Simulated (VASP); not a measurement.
# AlCu (Pm-3m) in VASP: a series of runs

AlCu is run at these levels: PBEsol; tasks: single point.

Everything below comes from runs of VASP 6.6.1. Logs are shortened: lines on timing, memory, paths and dates and some standing lists are left out, and cuts for length are marked.

## 1. The cell of the first run

The structure is cubic, space group Pm-3m (No. 221). Conventional cell: a = 2.956 Å, b = 2.956 Å, c = 2.956 Å, α = 90.00°, β = 90.00°, γ = 90.00°. Within 3.4 Å of Al (site symmetry m-3m) lie 8 Cu at 2.56 Å and 6 Al at 2.96 Å. Cu (site symmetry m-3m) has 8 Al at 2.56 Å and 6 Cu at 2.96 Å within 3.4 Å.

## 2. Single point, PBEsol

The input, INCAR:

```
  PREC = Accurate
  ENCUT = 520
  EDIFF = 1E-6
  ISMEAR = 0
  SIGMA = 0.1
  LREAL = False
  LASPH = True
  NELM = 80
  ALGO = Normal
  ISIF = 2
  LWAVE = False
  LCHARG = False
  GGA = PS
  NBANDS = 14
```

The input, KPOINTS:

```
regular mesh
0
Gamma
  14 14 14
```

The input, POSCAR:

```
AlCu
1.0
    2.9560037103      0.0000000000      0.0000000000
    0.0000000000      2.9560037103      0.0000000000
    0.0000000000      0.0000000000      2.9560037103
Al Cu
1 1
Direct
    0.0000000000      0.0000000000      0.0000000000
    0.5000000000      0.5000000000      0.5000000000
```

Potentials or basis: VASP PAW PBE potentials, release 64 (Al, Cu).

The run is started by

```bash
cat potpaw_PBE.64/Al/POTCAR potpaw_PBE.64/Cu/POTCAR > POTCAR
mpirun -np 1 vasp_std > vasp.out
```

OUTCAR:

```text
PREC = Accurate
   ENCUT = 520
   EDIFF = 1E-6
   ISMEAR = 0
   LREAL = False
   LASPH = True
   NELM = 80
   ISIF = 2
   GGA = PS

 ion  position               nearest neighbor table
   1  0.000  0.000  0.000-   2 2.56   2 2.56   2 2.56   2 2.56   2 2.56   2 2.56   2 2.56   2 2.56

   2  0.500  0.500  0.500-   1 2.56   1 2.56   1 2.56   1 2.56   1 2.56   1 2.56   1 2.56   1 2.56

  LATTYP: Found a simple cubic cell.
 ALAT       =     2.9560037103

  Lattice vectors:

 A1 = (   2.9560037103,   0.0000000000,   0.0000000000)
 A2 = (   0.0000000000,   2.9560037103,   0.0000000000)
 A3 = (   0.0000000000,   0.0000000000,   2.9560037103)

Analysis of symmetry for initial positions (statically):
=====================================================================
 Subroutine PRICEL returns:
 Original cell was already a primitive cell.

 Routine SETGRP: Setting up the symmetry group for a
 simple cubic supercell.

 Subroutine GETGRP returns: Found 48 space group operations
 (whereof 48 operations were pure point group operations)
 out of a pool of 48 trial point group operations.

The static configuration has the point symmetry O_h .

Analysis of symmetry for dynamics (positions and initial velocities):
=====================================================================
 Subroutine PRICEL returns:
 Original cell was already a primitive cell.

 Routine SETGRP: Setting up the symmetry group for a
 simple cubic supercell.

 Subroutine GETGRP returns: Found 48 space group operations
 (whereof 48 operations were pure point group operations)
 out of a pool of 48 trial point group operations.

The dynamic configuration has the point symmetry O_h .

 Subroutine INISYM returns: Found 48 space group operations
 (whereof 48 operations are pure point group operations),
 and found     1 'primitive' translations

----------------------------------------------------------------------------------------

                                     Primitive cell

  volume of cell :      25.8294

  direct lattice vectors                    reciprocal lattice vectors
     2.956003710  0.000000000  0.000000000     0.338294569  0.000000000  0.000000000
     0.000000000  2.956003710  0.000000000     0.000000000  0.338294569  0.000000000
     0.000000000  0.000000000  2.956003710     0.000000000  0.000000000  0.338294569

  length of vectors
     2.956003710  2.956003710  2.956003710     0.338294569  0.338294569  0.338294569

  position of ions in fractional coordinates (direct lattice)
     0.000000000  0.000000000  0.000000000
     0.500000000  0.500000000  0.500000000

  ion indices of the primitive-cell ions
   primitive index   ion index
                 1           1
                 2           2

----------------------------------------------------------------------------------------

 KPOINTS: regular mesh

Automatic generation of k-mesh.
 Grid dimensions read from file:
 generate k-points for:   14   14   14

 Generating k-lattice:

  Cartesian coordinates                     Fractional coordinates (reciprocal lattice)
     0.024163898  0.000000000  0.000000000     0.071428571  0.000000000  0.000000000
     0.000000000  0.024163898  0.000000000     0.000000000  0.071428571  0.000000000
     0.000000000  0.000000000  0.024163898     0.000000000  0.000000000  0.071428571

  Length of vectors
     0.024163898  0.024163898  0.024163898

  Shift w.r.t. Gamma in fractional coordinates (k-lattice)
     0.000000000  0.000000000  0.000000000

 Subroutine IBZKPT returns following result:
 ===========================================

 Found    120 irreducible k-points:

 Following reciprocal coordinates:
            Coordinates               Weight
  0.000000  0.000000  0.000000      1.000000
  0.071429  0.000000  0.000000      6.000000
  0.142857  0.000000  0.000000      6.000000
  0.214286  0.000000  0.000000      6.000000
  0.285714  0.000000  0.000000      6.000000
  0.357143  0.000000  0.000000      6.000000
[... 16 lines left out ...]
  0.285714  0.214286  0.000000     24.000000
  0.357143  0.214286  0.000000     24.000000
 [... further k-points ...]
   k-points           NKPTS =    120   k-points in BZ     NKDIM =    120   number of bands    NBANDS=     14
   number of dos      NEDOS =    301   number of ions     NIONS =      2
   total plane-waves  NPLWV =  13824
   dimension x,y,z NGX =    24 NGY =   24 NGZ =   24
   dimension x,y,z NGXF=    48 NGYF=   48 NGZF=   48
   ions per type =               1   1
   NGX,Y,Z   is equivalent  to a cutoff of  13.50, 13.50, 13.50 a.u.
   NGXF,Y,Z  is equivalent  to a cutoff of  27.00, 27.00, 27.00 a.u.
 SYSTEM =  unknown system
   PREC   = accura    normal or accurate (medium, high low for compatibility)
   ISTART =      0    job   : 0-new  1-cont  2-samecut
   ICHARG =      2    charge: 1-file 2-atom 10-const
   ISPIN  =      1    spin polarized calculation?
   LNONCOLLINEAR =      F non collinear calculations
   LSORBIT =      F    spin-orbit coupling
   LASPH  =      T    aspherical Exc in radial PAW
   ENCUT  =  520.0 eV  38.22 Ry    6.18 a.u.   5.50  5.50  5.50*2*pi/ulx,y,z
   NELM   =     80;   NELMIN=  2; NELMDL= -5     # of ELM steps
   EDIFF  = 0.1E-05   stopping-criterion for ELM
   LREAL  =      F    real-space projection
   EDIFFG = 0.1E-04   stopping-criterion for IOM
   NSW    =      0    number of steps for IOM
   IBRION =     -1    ionic relax: 0-MD 1-quasi-New 2-CG
   NFREE  =      0    steps in history (QN), initial steepest desc. (CG)
   ISIF   =      2    stress and relaxation
   ISYM   =      2    0-nonsym 1-usesym 2-fastsym
   POTIM  = 0.5000    time-step for ionic-motion
   TEBEG  =    0.0;   TEEND  =   0.0 temperature during run
   PSTRESS=    0.0 pullay stress
   NELECT =      14.0000    total number of electrons
   NUPDOWN=      -1.0000    fix difference up-down
   EMIN   =  10.00;   EMAX   =-10.00  energy-range for DOS
   EFERMI =   0.00;   METHOD = LEGACY
   ISMEAR =     0;   SIGMA  =   0.10  broadening in eV -4-tet -1-fermi 0-gaus
   EFERMI_NEDOS =   21; number of points for ismear=-14 and -15
   IALGO  =     38    algorithm
   IMIX   =      4    mixing-type and parameters
     AMIX     =   0.40;   BMIX     =  1.00
     AMIX_MAG =   1.60;   BMIX_MAG =  1.00
  volume/ion in A,a.u.               =      12.91        87.15
  Fermi-wavevector in a.u.,A,eV,Ry     =   1.334789  2.522385 24.240969  1.781661
  Thomas-Fermi vector in A             =   2.463543
   LORBIT       =      0    0 simple, 1 ext, 2 COOP (PROOUT), +10 PAW based schemes
   GGA     = PS    functional components
   LHFCALC =     F    Hartree Fock is set to
   AEXX    =    0.0000 exact exchange contribution
   IVDW    =     0    specifies the selected vdW correction
   LEPSILON=     F    determine dielectric tensor
   LRPA    =     F    only Hartree local field effects (RPA)
 non-spin polarized calculation
 Gauss-broadening in eV      SIGMA  =   0.10
  energy-cutoff  :      520.00
  volume of cell :       25.83
 maximum number of plane-waves:       739
 NGX is ok and might be reduce to    24

 number of electron      14.0000015 magnetization

 Free energy of the ion-electron system (eV)
  ---------------------------------------------------
  ext. energy  EPLUGINS =         0.00000000
  ---------------------------------------------------
  free energy    TOTEN  =        -8.70736997 eV

  energy without entropy =       -8.70403004  energy(sigma->0) =       -8.70570000

 E-fermi :   9.4875     XC(G=0): -11.8067

 val. band max:        9.4869595133   @ k =   0.3571   0.3571   0.1429
 cond. band min:       9.4968469617   @ k =   0.5000   0.5000   0.0714
 fundamental gap:      0.0098874484
 Fermi energy:         9.4875082330

 k-point     1 :       0.0000    0.0000    0.0000
  band No.  band energies     occupation
      1      -2.3301      2.00000
      2       4.3738      2.00000
      3       4.3738      2.00000
      4       5.4569      2.00000
      5       5.4569      2.00000
      6       5.4569      2.00000
      7      13.4226      0.00000
      8      13.4226      0.00000
      9      13.4226      0.00000
     10      15.8658      0.00000
     11      15.8658      0.00000
     12      20.0948      0.00000
     13      28.2552      0.00000
     14      28.2552      0.00000

 k-point     2 :       0.0714    0.0000    0.0000
  band No.  band energies     occupation
      1      -2.2413      2.00000
      2       4.3785      2.00000
      3       4.3876      2.00000
      4       5.4316      2.00000
      5       5.4316      2.00000
      6       5.4597      2.00000
      7      12.3814      0.00000
      8      13.5300      0.00000
      9      13.5300      0.00000
     10      15.8952      0.00000
     11      16.7543      0.00000
     12      20.4595      0.00000
     13      27.1740      0.00000
     14      27.1740      0.00000

 k-point     3 :       0.1429    0.0000    0.0000
  band No.  band energies     occupation
      1      -1.9759      2.00000
      2       4.3798      2.00000
      3       4.4262      2.00000
      4       5.3622      2.00000
      5       5.3622      2.00000
      6       5.4675      2.00000
      7      10.7009      0.00000
      8      13.8459      0.00000
      9      13.8459      0.00000
     10      15.9822      0.00000
     11      17.8716      0.00000
     12      21.6638      0.00000
     13      25.4461      0.00000
     14      25.4461      0.00000
[... 324 lines left out ...]
 k-point    23 :       0.2857    0.2143    0.0000
  band No.  band energies     occupation
      1      -0.1786      2.00000
      2       4.2797      2.00000
      3       4.6188      2.00000
      4       5.0120      2.00000
      5       5.1960      2.00000
      6       5.3213      2.00000
      7       8.2057      2.00000
      8      10.6337      0.00000
      9      15.9117      0.00000
     10      16.7281      0.00000
     11      18.9813      0.00000
     12      22.6861      0.00000
     13      23.4374      0.00000
     14      24.8299      0.00000

 k-point    24 :       0.3571    0.2143    0.0000
  band No.  band energies     occupation
      1       0.5520      2.00000
      2       3.8851      2.00000
      3       4.7054      2.00000
      4       5.0268      2.00000
      5       5.1148      2.00000
      6       5.3346      2.00000
      7       7.1228      2.00000
      8      11.2997      0.00000
      9      15.5420      0.00000
     10      16.7216      0.00000
     11      19.1624      0.00000
     12      21.2651      0.00000
     13      23.4169      0.00000
     14      24.9379      0.00000

 [... further k-points ...]

------------------------ aborting loop because EDIFF is reached ----------------------------------------

  FORCE on cell =-STRESS in cart. coord.  units (eV):
  Direction    XX          YY          ZZ          XY          YZ          ZX
  --------------------------------------------------------------------------------------
  -------------------------------------------------------------------------------------
  Total        0.1240711      0.1240711      0.1240711      0.0000000      0.0000000      0.0000000
  in kB        7.6960218      7.6960218      7.6960218      0.0000000      0.0000000      0.0000000
  external PRESSURE =       7.6960218 kB  Pullay stress =       0.0000000 kB

 VOLUME and BASIS-vectors are now :
 -----------------------------------------------------------------------------
  energy-cutoff  :      520.00
  volume of cell :       25.83
      direct lattice vectors                 reciprocal lattice vectors
     2.956003710  0.000000000  0.000000000     0.338294569  0.000000000  0.000000000
     0.000000000  2.956003710  0.000000000     0.000000000  0.338294569  0.000000000
     0.000000000  0.000000000  2.956003710     0.000000000  0.000000000  0.338294569

 POSITION                                       TOTAL-FORCE (eV/Angst)
 -----------------------------------------------------------------------------------
      0.00000      0.00000      0.00000         0.000000      0.000000      0.000000
      1.47800      1.47800      1.47800         0.000000      0.000000      0.000000
 -----------------------------------------------------------------------------------
    total drift:                                0.000000      0.000000     -0.000000

  FREE ENERGIE OF THE ION-ELECTRON SYSTEM (eV)
  ---------------------------------------------------
  free  energy   TOTEN  =        -8.7073699652 eV

  energy  without entropy=       -8.7040300382  energy(sigma->0) =       -8.70570000
```

Run time: 18 s. Hardware: 1 thread of Intel Xeon Platinum 8488C (Sapphire Rapids), shared host; peak memory 0.17 GiB.

What came out:

```
Free energy            : -8.7074 eV
Pressure               : 0.8 GPa
Band gap on the k mesh : zero (bands 7 and 8 overlap by 4.79 eV)
```

Caveat: the PAW data sets were made with another functional, which shifts forces and pressure a little.

## 3. Single point, PBEsol

The input, INCAR:

```
SYSTEM = AlCu
PREC     = Accurate       ! precision mode
ENCUT    = 520            ! plane-wave cutoff, eV
EDIFF    = 1E-7           ! SCF threshold, eV
ISMEAR   = 0              ! smearing method
SIGMA    = 0.15           ! smearing width, eV
LREAL    = .False.        ! projectors in reciprocal space
LASPH    = .True.         ! aspherical terms in the spheres
NELM     = 80             ! most SCF steps
ALGO     = Normal         ! electronic algorithm
ISIF     = 2              ! what is computed and relaxed
LWAVE    = .False.        ! write WAVECAR
LCHARG   = .False.        ! write CHGCAR
GGA      = PS             ! functional
NBANDS   = 14             ! bands
```

The input, KPOINTS:

```
Automatic mesh
0
Gamma
  20 20 20
  0 0 0
```

POSCAR is that of step 2.

Potentials or basis: VASP PAW PBE potentials, release 64 (Al, Cu).

The run is started by

```bash
cat potpaw_PBE.64/Al/POTCAR potpaw_PBE.64/Cu/POTCAR > POTCAR
mpirun -np 1 vasp_std > vasp.out
```

Run time: 38 s. Hardware: 1 thread of Intel Xeon Platinum 8488C (Sapphire Rapids), shared host; peak memory 0.22 GiB.

The run converged. Its results:

```yaml
Free_energy: -8.7135 eV
Pressure: 0.8 GPa
Band_gap_on_the_k_mesh: zero (bands 7 and 8 overlap by 4.79 eV)
```

Levels at points of the mesh, in eV from the Fermi level:
| k point | band 3 | band 4 | band 5 | band 6 | band 7 | band 8 | band 9 | band 10 | band 11 | band 12 |
| --- | --- | --- | --- | --- | --- | --- | --- | --- | --- | --- |
| (0.00, 0.00, 0.00) | -5.13 | -4.04 | -4.04 | -4.04 | 3.92 | 3.92 | 3.92 | 6.36 | 6.36 | 10.59 |
| (0.50, 0.00, 0.00) | -4.84 | -4.50 | -4.50 | -3.99 | -3.25 | 7.21 | 8.17 | 8.17 | 8.80 | 8.80 |
| (0.50, 0.50, 0.00) | -4.39 | -4.39 | -3.89 | -3.89 | -3.64 | -0.87 | -0.04 | 10.48 | 13.07 | 13.07 |
| (0.50, 0.50, 0.50) | -5.68 | -3.62 | -3.62 | 0.64 | 0.64 | 0.64 | 2.10 | 2.26 | 2.26 | 2.26 |

Caveat: the PAW data sets were made with another functional, which shifts forces and pressure a little.

## 4. Single point, PBEsol

This run uses another cell than the first one: it holds 8 atoms, not 2.

The input, INCAR:

```
  ALGO = Fast
  EDIFF = 1E-6
  ENCUT = 520
  GGA = PS
  ISIF = 2
  ISMEAR = 0
  LASPH = T
  LCHARG = F
  LREAL = F
  LWAVE = F
  NBANDS = 38
  NELM = 100
  PREC = Accurate
  SIGMA = 0.15
```

The input, KPOINTS:

```
k-points
0
Gamma
  14 14 14
```

The input, POSCAR:

```
AlCu
1.0
   -2.9560037103      2.9560037103      2.9560037103
    2.9560037103     -2.9560037103      2.9560037103
    2.9560037103      2.9560037103     -2.9560037103
Al Cu
4 4
Direct
    0.5000000000      0.5000000000      0.0000000000
    0.0000000000      0.0000000000      0.0000000000
    0.0000000000      0.5000000000      0.5000000000
    0.5000000000      0.0000000000      0.5000000000
    0.5000000000      0.5000000000      0.5000000000
    0.0000000000      0.0000000000      0.5000000000
    0.0000000000      0.5000000000      0.0000000000
    0.5000000000      0.0000000000      0.0000000000
```

The run is started by

```bash
cat potpaw_PBE.64/Al/POTCAR potpaw_PBE.64/Cu/POTCAR > POTCAR
mpirun -np 1 vasp_std > vasp.out
```

It took 8.7 min on 1 thread of Intel Xeon Platinum 8488C (Sapphire Rapids), shared host; peak memory 0.46 GiB.

It converged, with:

```yaml
Free_energy: -34.8592 eV
Pressure: 0.4 GPa
Band_gap_on_the_k_mesh: zero (bands 28 and 29 overlap by 1.51 eV)
```

Levels at points of the mesh, in eV from the Fermi level:
```csv
k point,band 25,band 26,band 27,band 28,band 29,band 30,band 31,band 32
"(0.00, 0.00, 0.00)",-3.62,-3.62,-3.62,-0.86,-0.86,-0.86,-0.02,-0.02
"(0.50, 0.00, 0.00)",-3.07,-3.07,-0.80,-0.80,0.55,0.55,3.42,3.42
"(0.50, 0.50, 0.50)",-3.24,-3.24,0.66,0.66,0.66,2.12,2.28,2.28
```

Caveat: the PAW data sets were made with another functional, which shifts forces and pressure a little.

## 5. Summary

```tsv
cell	k mesh	smearing	gap on the mesh (eV)	pressure (GPa)
a = 2.956 Å, 2 atoms, atomic positions A	14 × 14 × 14	gaussian 0.1 eV	none	0.8
a = 2.956 Å, 2 atoms, atomic positions A	20 × 20 × 20	gaussian 0.15 eV	none	0.8
a = 5.120 Å, angles 109.5°, 8 atoms, atomic positions B	14 × 14 × 14	gaussian 0.15 eV	none	0.4
```

Alike in all rows: task single point; level PBEsol; potentials or basis VASP PAW PBE potentials, release 64 (Al, Cu); no spin polarisation; cutoff (eV) 520.

Caveats: the PAW data sets were made with another functional, which shifts forces and pressure a little.

Total energies depend on the potentials used, so only differences within one code and one set of settings carry meaning.
